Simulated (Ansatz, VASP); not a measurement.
**One calculation of CdSe, two programs**

File POSCAR:

```
CdSe
1.0
    3.0514448479      3.0514448479      0.0000000000
   -3.0514448479      3.0514448479      0.0000000000
    0.0000000000      3.0514448479      3.0881932778
Cd Se
1 1
Direct
    0.0000000000      0.0000000000      0.0000000000
    0.7500000000      0.2500000000      0.5000000000
```

Contents of INCAR.step1:

```
  ALGO = Normal
  EDIFF = 1E-4
  ENCUT = 520
  GGA = PE
  ISMEAR = 0
  LASPH = True
  LCHARG = False
  LREAL = False
  LWAVE = True
  NBANDS = 16
  NELM = 60
  PREC = Accurate
  SIGMA = 0.01
```

The input INCAR.step2:

```
  ALGO = Normal
  EDIFF = 1E-6
  ENCUT = 520
  ISIF = 2
  ISMEAR = 0
  ISTART = 1
  LASPH = True
  LCHARG = False
  LMIXTAU = True
  LREAL = False
  LWAVE = False
  METAGGA = R2SCAN
  NBANDS = 16
  NELM = 60
  PREC = Accurate
  SIGMA = 0.01
```

The input KPOINTS:

```
k-points
0
Gamma
  6 6 6
```

Input for Ansatz:

```yaml
crystal:
  lattice:
    - [3.0514448479, 3.0514448479, 0.0]
    - [-3.0514448479, 3.0514448479, 0.0]
    - [0.0, 3.0514448479, 3.08819327781]
  atoms:
    - { symbol: Cd, position: [0.0, 0.0, 0.0] }
    - { symbol: Se, position: [0.75, 0.25, 0.5] }
kpoints:
  mp_grid: { grid: [6, 6, 6] }
scf:
  occupations: { method: fixed }
  convergence: { dr2_threshold: 1.0e-10 }
hamiltonian:
  xc: r2scan
  pseudopotentials: { kind: paw }
output:
  forces: true
  stress: true
  eigenstates:
    kpoints:
      - [0.0, 0.0, 0.0]
      - [-0.5, -0.5, -0.5]
      - [-0.5, 0.5, 0.0]
      - [0.0, 0.0, -0.5]
      - [0.0, -0.5, -0.5]
      - [0.0, 0.5, 0.0]
      - [-0.5, 0.0, 0.0]
      - [-0.5, 0.0, -0.5]
  eigenvalues: true
```

Change from the starting cell: film at in-plane strain -0.005.

Alike in both runs: task single point; functional r2SCAN; k mesh 6 × 6 × 6; no spin polarisation.

|  | VASP | Ansatz |
| --- | --- | --- |
| version | VASP 6.6.1 | Ansatz 0.2.0 |
| potentials or method | VASP PAW PBE potentials, release 64 (Cd, Se) | PAW with Ansatz's default frozen-core files, scalar-relativistic |
| plane-wave cutoff (eV) | 520 | 500 |
| occupations | gaussian, width 0.01 eV | fixed |
| valence electrons in the cell | 18 | 36 |

Ansatz gave:

| Property | Result |
| --- | --- |
| gap on the k mesh at the Fermi level (eV) | 1.03 |
| pressure (GPa) | 0.2 |
| traceless stress, the component that is largest in VASP (GPa) | -0.14 |

Task: Estimate VASP's values.

Result: gap on the k mesh at the Fermi level (eV): 1.02; pressure (GPa): 0.4; traceless stress, the component that is largest in VASP (GPa): -0.14.

VASP's potentials were made for PBE, not for r2SCAN. VASP's potentials hold 18 valence electrons a cell and Ansatz's 36, so a difference there can come from the potentials and not from the codes.
